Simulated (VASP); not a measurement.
# Lu (P6_3/mmc) in VASP: a series of runs, part 2 of 2

VASP 6.6.1. Earlier steps stand in the parts before.

## (4) Single point, LDA

Contents of INCAR:

```
SYSTEM = Lu
ALGO = Normal
EDIFF = 1E-7
ENCUT = 520
GGA = CA
ISIF = 2
ISMEAR = 1
LASPH = .True.
LCHARG = .False.
LREAL = .False.
LWAVE = .False.
NBANDS = 32
NELM = 60
PREC = Accurate
SIGMA = 0.03
```

Contents of KPOINTS:

```
k-points
0
Gamma
  11 11 6
  0 0 0
```

Contents of POSCAR:

```
Lu
1.0
    3.3823924653      0.0000000000      0.0000000000
   -1.6911962327      2.9292378005      0.0000000000
    0.0000000000      0.0000000000      5.2524129119
Lu
2
Direct
    0.3333333333      0.6666666667      0.2500000000
    0.6666666667      0.3333333333      0.7500000000
```

Potentials or basis: VASP PAW PBE potentials, release 64 (Lu).

Run with:

```bash
cat potpaw_PBE.64/Lu/POTCAR > POTCAR
mpirun -np 1 vasp_std > vasp.out
```

OUTCAR:

```text
SYSTEM = Lu
   EDIFF = 1E-7
   ENCUT = 520
   GGA = CA
   ISIF = 2
   ISMEAR = 1
   LASPH = .True.
   LREAL = .False.
   NELM = 60
   PREC = Accurate

 ion  position               nearest neighbor table
   1  0.333  0.667  0.250-   2 3.27   2 3.27   2 3.27   2 3.27   2 3.27   2 3.27
   2  0.667  0.333  0.750-   1 3.27   1 3.27   1 3.27   1 3.27   1 3.27   1 3.27

  LATTYP: Found a hexagonal cell.
 ALAT       =     3.3823924653
 C/A-ratio  =     1.5528691498

  Lattice vectors:

 A1 = (   3.3823924653,   0.0000000000,   0.0000000000)
 A2 = (  -1.6911962327,   2.9292378005,   0.0000000000)
[... 191 lines left out ...]
      4     -23.9775      2.00000
      5     -23.9775      2.00000
      6     -23.8504      2.00000
[... 829 lines left out ...]
     31       6.4057      0.00000
     32       7.0219      0.00000

 [... further k-points ...]
[... 5 lines left out ...]
  --------------------------------------------------------------------------------------
  -------------------------------------------------------------------------------------
  Total        0.0504124      0.0504124     -0.1972492     -0.0000000     -0.0000000     -0.0000000
  in kB        1.5520660      1.5520660     -6.0727919     -0.0000000     -0.0000000     -0.0000000
  external PRESSURE =      -0.9895533 kB  Pullay stress =       0.0000000 kB

 VOLUME and BASIS-vectors are now :
 -----------------------------------------------------------------------------
  energy-cutoff  :      520.00
  volume of cell :       52.04
      direct lattice vectors                 reciprocal lattice vectors
     3.382392465  0.000000000  0.000000000     0.295648719  0.170692868  0.000000000
    -1.691196233  2.929237801  0.000000000     0.000000000  0.341385735  0.000000000
     0.000000000  0.000000000  5.252412912     0.000000000  0.000000000  0.190388687

 POSITION                                       TOTAL-FORCE (eV/Angst)
 -----------------------------------------------------------------------------------
     -0.00000      1.95283      1.31310        -0.000000      0.000000      0.000000
      1.69120      0.97641      3.93931         0.000000     -0.000000      0.000000
 -----------------------------------------------------------------------------------
    total drift:                               -0.000000      0.000000     -0.000000

  FREE ENERGIE OF THE ION-ELECTRON SYSTEM (eV)
  ---------------------------------------------------
  free  energy   TOTEN  =       -10.3949925221 eV

  energy  without entropy=      -10.3951954120  energy(sigma->0) =      -10.39506015
```

Run time: 3 min. Hardware: 1 thread of Oxide Virtual Turin-like, shared host; peak memory 0.19 GiB.

Results:

| Property | Result |
| --- | --- |
| Free energy | -10.3950 eV |
| Pressure | -0.1 GPa |
| Band gap on the k mesh | zero (band 25 reaches 3.62 eV, above the bottom of band 26 at 1.71 eV) |

Levels at points of the mesh, in eV from the Fermi level:
| k point | band 22 | band 23 | band 24 | band 25 | band 26 | band 27 | band 28 | band 29 |
| --- | --- | --- | --- | --- | --- | --- | --- | --- |
| (0.00, 0.00, 0.00) | -4.72 | -4.72 | -2.60 | 1.25 | 2.16 | 2.16 | 2.71 | 3.01 |
| (0.00, 0.00, 0.50) | -4.72 | -4.39 | -4.39 | 1.26 | 1.26 | 2.04 | 2.04 | 2.04 |

Caveat: the PAW data sets were made with another functional, which shifts forces and pressure a little; spin-orbit coupling is left out, which moves the levels of the heavy elements.

## (5) Single point, LDA

Contents of INCAR:

```
SYSTEM = Lu
  PREC = Accurate
  ENCUT = 520
  EDIFF = 1E-6
  ISMEAR = 1
  SIGMA = 0.1
  LREAL = .FALSE.
  LASPH = .TRUE.
  NELM = 60
  ALGO = Normal
  ISIF = 2
  LWAVE = .FALSE.
  LCHARG = .FALSE.
  GGA = CA
  NBANDS = 32
```

Contents of KPOINTS:

```
Automatic mesh
0
G
  11 11 6
  0 0 0
```

POSCAR is that of step 4.

Run with:

```bash
cat potpaw_PBE.64/Lu/POTCAR > POTCAR
mpirun -np 1 vasp_std > vasp.out
```

It took 2.7 min on 1 thread of Oxide Virtual Turin-like, shared host; peak memory 0.18 GiB.

It converged, with:

```yaml
Free_energy: -10.3942 eV
Pressure: 0.0 GPa
Band_gap_on_the_k_mesh: zero (band 25 reaches 3.62 eV, above the bottom of band 26 at 1.71 eV)
```

Stress tensor (GPa, compression positive):
```
 0.18  0.00  0.00
 0.00  0.18  0.00
 0.00  0.00 -0.42
```

Levels at points of the mesh, in eV from the Fermi level:
```csv
k point,band 22,band 23,band 24,band 25,band 26,band 27,band 28,band 29
"(0.00, 0.00, 0.00)",-4.73,-4.72,-2.61,1.24,2.15,2.15,2.70,3.00
"(0.00, 0.00, 0.50)",-4.73,-4.39,-4.39,1.25,1.25,2.03,2.03,2.03
```

Caveat: the PAW data sets were made with another functional, which shifts forces and pressure a little; spin-orbit coupling is left out, which moves the levels of the heavy elements.

## (6) Single point, LDA

Contents of INCAR:

```
SYSTEM = Lu
PREC = Accurate ; ENCUT = 520
EDIFF = 1E-6 ; ISMEAR = 1
SIGMA = 0.2 ; LREAL = .FALSE.
LASPH = .TRUE. ; NELM = 100
ALGO = Normal ; ISIF = 2
LWAVE = .FALSE. ; LCHARG = .FALSE.
GGA = CA ; NBANDS = 32
```

Contents of KPOINTS:

```
regular mesh
0
G
  11 11 6
  0 0 0
```

POSCAR is that of step 5.

Potentials or basis: VASP PAW PBE potentials, release 64 (Lu).

Run with:

```bash
cat potpaw_PBE.64/Lu/POTCAR > POTCAR
mpirun -np 1 vasp_std > vasp.out
```

OUTCAR:

```text
SYSTEM = Lu
   PREC = Accurate
   ENCUT = 520
   EDIFF = 1E-6
   ISMEAR = 1
   LREAL = .FALSE.
   LASPH = .TRUE.
   NELM = 100
   ISIF = 2
   GGA = CA

 ion  position               nearest neighbor table
   1  0.333  0.667  0.250-   2 3.27   2 3.27   2 3.27   2 3.27   2 3.27   2 3.27
   2  0.667  0.333  0.750-   1 3.27   1 3.27   1 3.27   1 3.27   1 3.27   1 3.27

  LATTYP: Found a hexagonal cell.
 ALAT       =     3.3823924653
 C/A-ratio  =     1.5528691498

  Lattice vectors:

 A1 = (   3.3823924653,   0.0000000000,   0.0000000000)
 A2 = (  -1.6911962327,   2.9292378005,   0.0000000000)
 A3 = (   0.0000000000,   0.0000000000,   5.2524129119)

Analysis of symmetry for initial positions (statically):
=====================================================================
 Subroutine PRICEL returns:
 Original cell was already a primitive cell.

 Routine SETGRP: Setting up the symmetry group for a
 hexagonal supercell.

 Subroutine GETGRP returns: Found 24 space group operations
 (whereof 12 operations were pure point group operations)
 out of a pool of 24 trial point group operations.

[... 156 lines left out ...]

 Free energy of the ion-electron system (eV)
  ---------------------------------------------------
  ext. energy  EPLUGINS =         0.00000000
  ---------------------------------------------------
  free energy    TOTEN  =       -10.39083829 eV

  energy without entropy =      -10.39701388  energy(sigma->0) =      -10.39289682

 E-fermi :   2.3662     XC(G=0): -11.5480

 val. band max:        2.3631867797   @ k =   0.4545   0.0909   0.3333
 cond. band min:       2.4046020016   @ k =   0.4545   0.0000   0.3333
 fundamental gap:      0.0414152220
 Fermi energy:         2.3661875891

 k-point     1 :       0.0000    0.0000    0.0000
  band No.  band energies     occupation
      1     -53.3160      2.00000
      2     -53.2520      2.00000
      3     -24.6163      2.00000
      4     -23.9802      2.00000
      5     -23.9802      2.00000
      6     -23.8531      2.00000
[... 829 lines left out ...]
     31       6.4043      0.00000
     32       7.0203      0.00000

 [... further k-points ...]
[... 5 lines left out ...]
  --------------------------------------------------------------------------------------
  -------------------------------------------------------------------------------------
  Total        0.0551475      0.0551475     -0.0832332     -0.0000000     -0.0000000      0.0000000
  in kB        1.6978494      1.6978494     -2.5625345     -0.0000000     -0.0000000      0.0000000
  external PRESSURE =       0.2777214 kB  Pullay stress =       0.0000000 kB

 VOLUME and BASIS-vectors are now :
 -----------------------------------------------------------------------------
  energy-cutoff  :      520.00
  volume of cell :       52.04
      direct lattice vectors                 reciprocal lattice vectors
     3.382392465  0.000000000  0.000000000     0.295648719  0.170692868  0.000000000
    -1.691196233  2.929237801  0.000000000     0.000000000  0.341385735  0.000000000
     0.000000000  0.000000000  5.252412912     0.000000000  0.000000000  0.190388687

 POSITION                                       TOTAL-FORCE (eV/Angst)
 -----------------------------------------------------------------------------------
     -0.00000      1.95283      1.31310        -0.000000      0.000000      0.000000
      1.69120      0.97641      3.93931         0.000000     -0.000000      0.000000
 -----------------------------------------------------------------------------------
    total drift:                               -0.000000      0.000000     -0.000000

  FREE ENERGIE OF THE ION-ELECTRON SYSTEM (eV)
  ---------------------------------------------------
  free  energy   TOTEN  =       -10.3908382945 eV

  energy  without entropy=      -10.3970138776  energy(sigma->0) =      -10.39289682
```

OSZICAR:

```text
N       E                     dE             d eps       ncg     rms          rms(c)
DAV:   1     0.231518615488E+03    0.23152E+03   -0.19044E+04  5976   0.508E+03
DAV:   2     0.185142958499E+02   -0.21300E+03   -0.20431E+03  4456   0.550E+02
DAV:   3    -0.840053251447E+01   -0.26915E+02   -0.26391E+02  5880   0.117E+02
DAV:   4    -0.106438373646E+02   -0.22433E+01   -0.22284E+01  6360   0.245E+01
DAV:   5    -0.107079375489E+02   -0.64100E-01   -0.64078E-01  6208   0.431E+00    0.532E+00
DAV:   6    -0.104230139299E+02    0.28492E+00   -0.10844E+00  6272   0.163E+01    0.209E+00
DAV:   7    -0.103946468463E+02    0.28367E-01   -0.13574E-01  5496   0.233E+00    0.586E-01
DAV:   8    -0.103905398201E+02    0.41070E-02   -0.24037E-02  6656   0.105E+00    0.162E-01
DAV:   9    -0.103909437268E+02   -0.40391E-03   -0.17452E-03  5632   0.380E-01    0.977E-02
DAV:  10    -0.103908391781E+02    0.10455E-03   -0.45555E-04  6688   0.232E-01    0.250E-02
DAV:  11    -0.103908383190E+02    0.85915E-06   -0.35322E-05  6232   0.472E-02    0.307E-03
DAV:  12    -0.103908382945E+02    0.24453E-07   -0.25816E-06  3968   0.116E-02
   1 F= -.10390838E+02 E0= -.10392897E+02  d E =0.617558E-02
```

stdout:

```text
POSCAR found type information on POSCAR Lu
 POSCAR found :  1 types and       2 ions
 scaLAPACK will be used
 -----------------------------------------------------------------------------
|                                                                             |
|                                                                             |
|     You enforced a specific xc type in the INCAR file but a different       |
|     I HOPE YOU KNOW WHAT YOU ARE DOING!                                     |
|                                                                             |
 -----------------------------------------------------------------------------

 LDA part: xc-table for (Slater(with rela. corr.)+CA(PZ))
 , standard interpolation
 POSCAR, INCAR and KPOINTS ok, starting setup
 FFT: planning ... GRIDC
 FFT: planning ... GRID_SOFT
 FFT: planning ... GRID
 WAVECAR not read
 entering main loop
```

It took 2.6 min on 1 thread of Oxide Virtual Turin-like, shared host; peak memory 0.18 GiB.

Results:

- Free energy: -10.3908 eV
- Pressure: 0.0 GPa
- Band gap on the k mesh: zero (band 25 reaches 3.62 eV, above the bottom of band 26 at 1.71 eV)

Levels at points of the mesh, in eV from the Fermi level:
| k point | band 21 | band 22 | band 23 | band 24 | band 25 | band 26 | band 27 | band 28 | band 29 | band 30 |
| --- | --- | --- | --- | --- | --- | --- | --- | --- | --- | --- |
| (0.00, 0.00, 0.00) | -4.75 | -4.73 | -4.72 | -2.60 | 1.25 | 2.16 | 2.16 | 2.71 | 3.01 | 3.01 |
| (0.00, 0.00, 0.50) | -4.72 | -4.72 | -4.39 | -4.39 | 1.26 | 1.26 | 2.04 | 2.04 | 2.04 | 2.04 |

Caveat: the PAW data sets were made with another functional, which shifts forces and pressure a little; spin-orbit coupling is left out, which moves the levels of the heavy elements.

## (7) Overview

```tsv
smearing	gap on the mesh (eV)	pressure (GPa)
gaussian 1 eV	none	1.6
methfessel-paxton 0.01 eV	none	-0.1
methfessel-paxton 0.03 eV	none	-0.1
methfessel-paxton 0.1 eV	none	0.0
methfessel-paxton 0.2 eV	none	0.0
```

Alike in all rows: task single point; level LDA; potentials or basis VASP PAW PBE potentials, release 64 (Lu); no spin polarisation; cell as given; k mesh 11 × 11 × 6; cutoff (eV) 520.

Every run on the cell as given and a fine mesh finds a metal.

Caveats: the PAW data sets were made with another functional, which shifts forces and pressure a little; spin-orbit coupling is left out, which moves the levels of the heavy elements.

Total energies depend on the potentials used, so only differences within one code and one set of settings carry meaning.
